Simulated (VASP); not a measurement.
# Si24O47 (a cell with a defect) in VASP: a series of runs

Si24O47 (a cell with a defect) is run at these levels: PBEsol; tasks: single point.

Program: VASP 6.6.1. These are calculated values, not measurements. Logs are shortened: lines on timing, memory, paths and dates and some standing lists are left out, and cuts for length are marked.

**1. The cell of the first run**

The cell holds a defect, 71 atoms: a = 8.389 Å, b = 8.389 Å, c = 8.036 Å, α = 90.00°, β = 90.00°, γ = 90.00°.

**2. Single point, PBEsol**

The input, INCAR:

```
PREC     = Accurate       # precision mode
ENCUT    = 520            # plane-wave cutoff, eV
EDIFF    = 1E-6           # SCF threshold, eV
ISMEAR   = -1             # smearing method
SIGMA    = 0.05           # smearing width, eV
LREAL    = Auto         
LASPH    = T              # aspherical terms in the spheres
NELM     = 80             # most SCF steps
ALGO     = Normal         # electronic algorithm
ISIF     = 2              # what is computed and relaxed
LWAVE    = F              # write WAVECAR
LCHARG   = T              # write CHGCAR
GGA      = PS             # functional
LELF     = T              # ELF
LVHAR    = T            
ISYM     = 0            
NBANDS   = 230            # bands
```

The input, KPOINTS:

```
Automatic mesh
0
Gamma
  1 1 1
  0.25 0.25 0.25
```

The input, POSCAR:

```
Si24O47
1.0
    8.3886930000      0.0000000000      0.0000000000
    0.0000000000      8.3886930000      0.0000000000
    0.0000000000      0.0000000000      8.0356430000
Si O
24 47
Direct
    0.9995000000      0.0008170000      0.9999700000
    0.0006690000      0.9996240000      0.3320440000
    0.0006770000      0.9996440000      0.6678880000
    0.0000970000      0.5001700000      0.9999730000
    0.0005880000      0.5018400000      0.3336050000
    0.0006320000      0.5018040000      0.6663430000
    0.5001220000      0.0002110000      0.9999650000
    0.4985000000      0.9996680000      0.3335950000
    0.4984720000      0.9996980000      0.6663310000
    0.4991940000      0.5011250000      0.9999650000
    0.5035720000      0.4967900000      0.3424280000
    0.5035130000      0.4967730000      0.6575180000
    0.2501950000      0.2503220000      0.1667660000
    0.2495820000      0.2496230000      0.4999630000
    0.2502100000      0.2503220000      0.8332280000
    0.2520250000      0.7482650000      0.1666810000
    0.2485230000      0.7517940000      0.4999610000
    0.2520180000      0.7482900000      0.8332470000
    0.7481740000      0.2521330000      0.1665370000
    0.7550570000      0.2452720000      0.4999480000
    0.7481670000      0.2521350000      0.8333740000
    0.7499790000      0.7500910000      0.1667080000
    0.7506840000      0.7507250000      0.4999840000
    0.7500030000      0.7501230000      0.8331780000
    0.1525540000      0.1538470000      0.9999800000
    0.1524540000      0.1530300000      0.3331790000
    0.1524620000      0.1530680000      0.6667570000
    0.1539990000      0.6522000000      0.9999600000
    0.1519020000      0.6542870000      0.3327900000
    0.1519250000      0.6542920000      0.6671150000
    0.6528320000      0.1531570000      0.0000000000
    0.6508430000      0.1563000000      0.3355510000
    0.6507700000      0.1563920000      0.6643220000
    0.6528350000      0.6538530000      0.9998850000
    0.6546620000      0.6526240000      0.3350280000
    0.6546950000      0.6527540000      0.6649500000
    0.3464670000      0.3474880000      0.0000460000
    0.3475470000      0.3456400000      0.3350020000
    0.3476620000      0.3456600000      0.6649050000
    0.3480780000      0.8463290000      0.9999760000
    0.3459990000      0.8483900000      0.3328060000
    0.3459980000      0.8484100000      0.6671390000
    0.8471570000      0.3474630000      0.9999170000
    0.8439070000      0.3495750000      0.3355900000
    0.8439910000      0.3494870000      0.6643760000
    0.8464510000      0.8477710000      0.9999590000
    0.8472200000      0.8478520000      0.3331790000
    0.8472750000      0.8478830000      0.6667660000
    0.0962940000      0.4029990000      0.1675510000
    0.0964930000      0.4033050000      0.4999710000
    0.0964890000      0.4030380000      0.8323900000
    0.0968920000      0.9033760000      0.1658360000
    0.0966930000      0.9036010000      0.4999640000
    0.0969230000      0.9034020000      0.8341050000
    0.5976510000      0.4030180000      0.1667200000
    0.5973070000      0.4026940000      0.8332010000
    0.5972570000      0.9038340000      0.1675460000
    0.5969960000      0.9037910000      0.4999650000
    0.5972920000      0.9040010000      0.8323920000
    0.4030600000      0.0973760000      0.1664750000
    0.4016550000      0.0960270000      0.4999580000
    0.4030300000      0.0973950000      0.8334750000
    0.4042210000      0.5960950000      0.1690730000
    0.3988750000      0.6014620000      0.4999720000
    0.4042100000      0.5961040000      0.8308740000
    0.9020490000      0.0982710000      0.1674220000
    0.9036510000      0.0966550000      0.4999630000
    0.9020480000      0.0982700000      0.8325110000
    0.9029140000      0.5972840000      0.1664520000
    0.9042650000      0.5986580000      0.4999870000
    0.9029430000      0.5972430000      0.8334630000
```

Potentials or basis: VASP PAW PBE potentials, release 64 (Si, O).

On the command line:

```console
cat potpaw_PBE.64/Si/POTCAR potpaw_PBE.64/O/POTCAR > POTCAR
mpirun -np 1 vasp_std > vasp.out
```

OUTCAR:

```text
PREC = Accurate
   ENCUT = 520
   EDIFF = 1E-6
   ISMEAR = -1
   LREAL = Auto
   LASPH = T
   NELM = 80
   ISIF = 2
   GGA = PS
   ISYM = 0

 ion  position               nearest neighbor table
   1  0.999  0.001  1.000-  52 1.76  54 1.76  66 1.77  68 1.77  25 1.82  46 1.82   2 2.67   3 2.67

   2  0.001  1.000  0.332-  52 1.76  53 1.77  66 1.77  67 1.77  26 1.81  47 1.81   1 2.67   3 2.70

   3  0.001  1.000  0.668-  54 1.76  53 1.77  68 1.77  67 1.77  48 1.81  27 1.81   1 2.67   2 2.70

   4  0.000  0.500  1.000-  71 1.77  69 1.77  49 1.77  51 1.77  43 1.81  28 1.81   6 2.68   5 2.68

   5  0.001  0.502  0.334-  70 1.76  49 1.76  69 1.77  50 1.77  29 1.80  44 1.83   6 2.67   4 2.68

   6  0.001  0.502  0.666-  70 1.76  51 1.76  71 1.77  50 1.77  30 1.80  45 1.83   5 2.67   4 2.68

   7  0.500  0.000  1.000-  60 1.77  62 1.77  59 1.77  57 1.77  31 1.81  40 1.81   8 2.68   9 2.68

   8  0.498  1.000  0.334-  61 1.76  57 1.76  60 1.77  58 1.77  41 1.80  32 1.83   9 2.67   7 2.68

   9  0.498  1.000  0.666-  61 1.76  59 1.76  62 1.77  58 1.77  42 1.80  33 1.83   8 2.67   7 2.68

  10  0.499  0.501  1.000-  65 1.77  63 1.77  56 1.78  55 1.78  37 1.82  34 1.82  12 2.75  11 2.75

  11  0.504  0.497  0.342-  64 1.77  55 1.80  35 1.82  38 1.82  63 1.82  12 2.53  10 2.75
  12  0.504  0.497  0.658-  64 1.77  56 1.80  39 1.82  36 1.82  65 1.82  11 2.53  10 2.75
  13  0.250  0.250  0.167-  37 1.76  25 1.77  26 1.77  38 1.77  60 1.81  49 1.82  14 2.68  15 2.68

  14  0.250  0.250  0.500-  38 1.76  39 1.76  27 1.77  26 1.77  61 1.81  50 1.82  13 2.68  15 2.68

  15  0.250  0.250  0.833-  37 1.76  25 1.77  27 1.77  39 1.77  62 1.81  51 1.82  14 2.68  13 2.68

  16  0.252  0.748  0.167-  29 1.76  41 1.76  28 1.77  40 1.77  63 1.81  52 1.84  17 2.68  18 2.68

  17  0.249  0.752  0.500-  41 1.77  30 1.77  42 1.77  29 1.77  64 1.78  53 1.80  16 2.68  18 2.68
[... 59 lines left out ...]
  70  0.904  0.599  0.500-   5 1.76   6 1.76  23 1.81
  71  0.903  0.597  0.833-   6 1.77   4 1.77  24 1.81

IMPORTANT INFORMATION: All symmetrisations will be switched off!
NOSYMM: (Re-)initialisation of all symmetry stuff for point group C_1.

----------------------------------------------------------------------------------------

                                     Primitive cell

  volume of cell :     565.4696

  direct lattice vectors                    reciprocal lattice vectors
     8.388693000  0.000000000  0.000000000     0.119208082  0.000000000  0.000000000
     0.000000000  8.388693000  0.000000000     0.000000000  0.119208082  0.000000000
     0.000000000  0.000000000  8.035643000     0.000000000  0.000000000  0.124445548

  length of vectors
     8.388693000  8.388693000  8.035643000     0.119208082  0.119208082  0.124445548

  position of ions in fractional coordinates (direct lattice)
     0.999500000  0.000817000  0.999970000
     0.000669000  0.999624000  0.332044000
     0.000677000  0.999644000  0.667888000
     0.000097000  0.500170000  0.999973000
     0.000588000  0.501840000  0.333605000
     0.000632000  0.501804000  0.666343000
[... 63 lines left out ...]
     0.904265000  0.598658000  0.499987000
     0.902943000  0.597243000  0.833463000

  ion indices of the primitive-cell ions
   primitive index   ion index
                 1           1
                 2           2
                 3           3
                 4           4
                 5           5
                 6           6
[... 63 lines left out ...]
                70          70
                71          71

----------------------------------------------------------------------------------------

 KPOINTS: Automatic mesh

Automatic generation of k-mesh.
 Grid dimensions read from file:
 generate k-points for:    1    1    1

 Generating k-lattice:

  Cartesian coordinates                     Fractional coordinates (reciprocal lattice)
     0.119208082  0.000000000  0.000000000     1.000000000  0.000000000  0.000000000
     0.000000000  0.119208082  0.000000000     0.000000000  1.000000000  0.000000000
     0.000000000  0.000000000  0.124445548     0.000000000  0.000000000  1.000000000

  Length of vectors
     0.119208082  0.119208082  0.124445548

  Shift w.r.t. Gamma in fractional coordinates (k-lattice)
     0.250000000  0.250000000  0.250000000

 Subroutine IBZKPT returns following result:
 ===========================================

 Found      4 irreducible k-points:

 Following reciprocal coordinates:
            Coordinates               Weight
  0.250000  0.250000  0.250000      2.000000
 -0.250000  0.250000  0.250000      2.000000
 -0.250000 -0.250000  0.250000      2.000000
  0.250000 -0.250000  0.250000      2.000000
   k-points           NKPTS =      4   k-points in BZ     NKDIM =      4   number of bands    NBANDS=    230
   number of dos      NEDOS =    301   number of ions     NIONS =     71
   total plane-waves  NPLWV = 245760
   dimension x,y,z NGX =    64 NGY =   64 NGZ =   60
   dimension x,y,z NGXF=   128 NGYF=  128 NGZF=  120
   ions per type =              24  47
   NGX,Y,Z   is equivalent  to a cutoff of  12.68, 12.68, 12.41 a.u.
   NGXF,Y,Z  is equivalent  to a cutoff of  25.37, 25.37, 24.83 a.u.
 SYSTEM =  unknown system
   PREC   = accura    normal or accurate (medium, high low for compatibility)
   ISTART =      0    job   : 0-new  1-cont  2-samecut
   ICHARG =      2    charge: 1-file 2-atom 10-const
   ISPIN  =      1    spin polarized calculation?
   LNONCOLLINEAR =      F non collinear calculations
   LSORBIT =      F    spin-orbit coupling
   LASPH  =      T    aspherical Exc in radial PAW
   ENCUT  =  520.0 eV  38.22 Ry    6.18 a.u.  15.60 15.60 14.94*2*pi/ulx,y,z
   NELM   =     80;   NELMIN=  2; NELMDL= -5     # of ELM steps
   EDIFF  = 0.1E-05   stopping-criterion for ELM
   LREAL  =      T    real-space projection
   EDIFFG = 0.1E-04   stopping-criterion for IOM
   NSW    =      0    number of steps for IOM
   IBRION =     -1    ionic relax: 0-MD 1-quasi-New 2-CG
   NFREE  =      0    steps in history (QN), initial steepest desc. (CG)
   ISIF   =      2    stress and relaxation
   ISYM   =      0    0-nonsym 1-usesym 2-fastsym
   POTIM  = 0.5000    time-step for ionic-motion
   TEBEG  =    0.0;   TEEND  =   0.0 temperature during run
   PSTRESS=    0.0 pullay stress
   NELECT =     378.0000    total number of electrons
   NUPDOWN=      -1.0000    fix difference up-down
   EMIN   =  10.00;   EMAX   =-10.00  energy-range for DOS
   EFERMI =   0.00;   METHOD = LEGACY
   ISMEAR =    -1;   SIGMA  =   0.05  broadening in eV -4-tet -1-fermi 0-gaus
   EFERMI_NEDOS =   21; number of points for ismear=-14 and -15
   IALGO  =     38    algorithm
   IMIX   =      4    mixing-type and parameters
     AMIX     =   0.40;   BMIX     =  1.00
     AMIX_MAG =   1.60;   BMIX_MAG =  1.00
  volume/ion in A,a.u.               =       7.96        53.75
  Fermi-wavevector in a.u.,A,eV,Ry     =   1.431426  2.705004 27.878086  2.048982
  Thomas-Fermi vector in A             =   2.551164
   LORBIT       =      0    0 simple, 1 ext, 2 COOP (PROOUT), +10 PAW based schemes
   GGA     = PS    functional components
   LHFCALC =     F    Hartree Fock is set to
   AEXX    =    0.0000 exact exchange contribution
   IVDW    =     0    specifies the selected vdW correction
   LEPSILON=     F    determine dielectric tensor
   LRPA    =     F    only Hartree local field effects (RPA)
 non-spin polarized calculation
  energy-cutoff  :      520.00
  volume of cell :      565.47
 maximum number of plane-waves:     15222
 NGX is ok and might be reduce to    64
   NGX = 31   NGY = 31   NGZ = 29

 number of electron     377.9999818 magnetization

 Free energy of the ion-electron system (eV)
  ---------------------------------------------------
  ext. energy  EPLUGINS =         0.00000000
  ---------------------------------------------------
  free energy    TOTEN  =      -576.18838382 eV

  energy without entropy =     -576.18838382  energy(sigma->0) =     -576.18838382

 E-fermi :  10.1078     XC(G=0): -12.4051

 val. band max:        8.8959119334   @ k =  -0.2500  -0.2500   0.2500
 cond. band min:      13.0904056549   @ k =  -0.2500   0.2500   0.2500
 fundamental gap:      4.1944937215
 Fermi energy:        10.1078323748

 k-point     1 :       0.2500    0.2500    0.2500
  band No.  band energies     occupation
      1     -14.2653      2.00000
      2     -13.6979      2.00000
      3     -13.6346      2.00000
      4     -13.5448      2.00000
      5     -13.1367      2.00000
      6     -13.0613      2.00000
[... 805 lines left out ...]
    200      15.7253      0.00000
    201      15.7263      0.00000
 [bands above 201 left out]

------------------------ aborting loop because EDIFF is reached ----------------------------------------

  FORCE on cell =-STRESS in cart. coord.  units (eV):
  Direction    XX          YY          ZZ          XY          YZ          ZX
  --------------------------------------------------------------------------------------
  -------------------------------------------------------------------------------------
  Total        1.4813320      1.4708591     -1.7192907      1.3207410      0.0067435     -0.0009386
  in kB        4.1971429      4.1674694     -4.8713648      3.7421313      0.0191067     -0.0026594
  external PRESSURE =       1.1644158 kB  Pullay stress =       0.0000000 kB

 VOLUME and BASIS-vectors are now :
 -----------------------------------------------------------------------------
  energy-cutoff  :      520.00
  volume of cell :      565.47
      direct lattice vectors                 reciprocal lattice vectors
     8.388693000  0.000000000  0.000000000     0.119208082  0.000000000  0.000000000
     0.000000000  8.388693000  0.000000000     0.000000000  0.119208082  0.000000000
     0.000000000  0.000000000  8.035643000     0.000000000  0.000000000  0.124445548

 POSITION                                       TOTAL-FORCE (eV/Angst)
 -----------------------------------------------------------------------------------
      8.38450      0.00685      8.03540         0.004507     -0.003687     -0.000198
      0.00561      8.38554      2.66819         0.004512     -0.004934      0.010636
      0.00568      8.38571      5.36691         0.006913     -0.003979     -0.009914
      0.00081      4.19577      8.03543         0.003913      0.003182     -0.003514
      0.00493      4.20978      2.68073         0.002526      0.001983      0.000145
      0.00530      4.20948      5.35449         0.003544      0.004121      0.000244
[... 63 lines left out ...]
      7.58560      5.02196      4.01772        -0.033726      0.025923     -0.000191
      7.57451      5.01009      6.69741        -0.026039      0.025498     -0.003197
 -----------------------------------------------------------------------------------
    total drift:                                0.011176     -0.052296      0.006385

  FREE ENERGIE OF THE ION-ELECTRON SYSTEM (eV)
  ---------------------------------------------------
  free  energy   TOTEN  =      -576.1883838157 eV

  energy  without entropy=     -576.1883838156  energy(sigma->0) =     -576.18838382
```

Run time: 14 min. Hardware: 1 thread of Intel Xeon Platinum 8259CL at 2.50GHz (Skylake/Cascade Lake), shared host; peak memory 0.71 GiB.

Results:

| Property | Result |
| --- | --- |
| Free energy | -576.1884 eV |
| Pressure | 0.1 GPa |
| Largest force | 0.055 eV/Å |
| Band gap on the k mesh | 4.19 eV |

Forces on the atoms (eV/Å):
```
Si   0.005 -0.004  0.000
Si   0.005 -0.005  0.011
Si   0.007 -0.004 -0.010
Si   0.004  0.003 -0.004
Si   0.003  0.002  0.000
Si   0.004  0.004  0.000
Si  -0.004 -0.004  0.003
Si  -0.005 -0.002 -0.001
Si  -0.002  0.001  0.001
Si   0.002 -0.001  0.000
Si  -0.001 -0.002  0.023
Si   0.001 -0.002 -0.023
Si  -0.001 -0.003 -0.008
Si  -0.009 -0.009  0.005
Si   0.007  0.002 -0.001
Si  -0.005  0.005  0.007
Si  -0.001  0.001  0.001
Si  -0.004  0.003 -0.006
Si   0.007  0.000  0.008
Si  -0.025  0.023  0.003
Si   0.001 -0.007 -0.008
Si  -0.001 -0.005  0.001
Si   0.010  0.009 -0.007
Si   0.001  0.001  0.008
O   -0.027 -0.032  0.001
O   -0.017 -0.016  0.001
O   -0.015 -0.017  0.000
O   -0.029 -0.019  0.002
O   -0.022 -0.022 -0.001
O   -0.023 -0.022  0.005
O   -0.023 -0.022 -0.002
O   -0.036 -0.036 -0.009
O   -0.030 -0.045  0.010
O   -0.022 -0.026  0.005
O   -0.009 -0.006  0.010
O   -0.025 -0.031 -0.008
O    0.024  0.018 -0.004
O    0.033  0.024  0.007
O    0.008  0.009 -0.009
O    0.021  0.026 -0.002
O    0.024  0.024 -0.004
O    0.026  0.024  0.002
O    0.020  0.023  0.003
O    0.046  0.026 -0.008
O    0.040  0.036  0.007
O    0.031  0.026 -0.001
O    0.018  0.016 -0.002
O    0.014  0.015 -0.001
O    0.033 -0.027  0.000
O    0.026 -0.036 -0.002
O    0.015 -0.023  0.002
O    0.033 -0.031 -0.006
O    0.013 -0.012  0.000
O    0.030 -0.031  0.005
O   -0.014 -0.022 -0.003
O    0.019  0.009  0.004
O    0.024 -0.018 -0.003
O    0.033 -0.026  0.002
O    0.027 -0.034 -0.002
O   -0.025  0.025  0.004
O   -0.025  0.035 -0.001
O   -0.025  0.027 -0.003
O   -0.008  0.010  0.019
O   -0.020  0.020 -0.001
O   -0.009  0.010 -0.021
O   -0.032  0.032  0.004
O   -0.004  0.007  0.000
O   -0.032  0.030 -0.004
O   -0.027  0.024  0.004
O   -0.034  0.026  0.000
O   -0.026  0.025 -0.003
```

Stress tensor (GPa, compression positive):
```
 0.42  0.37  0.00
 0.37  0.42  0.00
 0.00  0.00 -0.49
```

Caveat: the PAW data sets were made with another functional, which shifts forces and pressure a little.

(Part 1 of 2 ends here.)
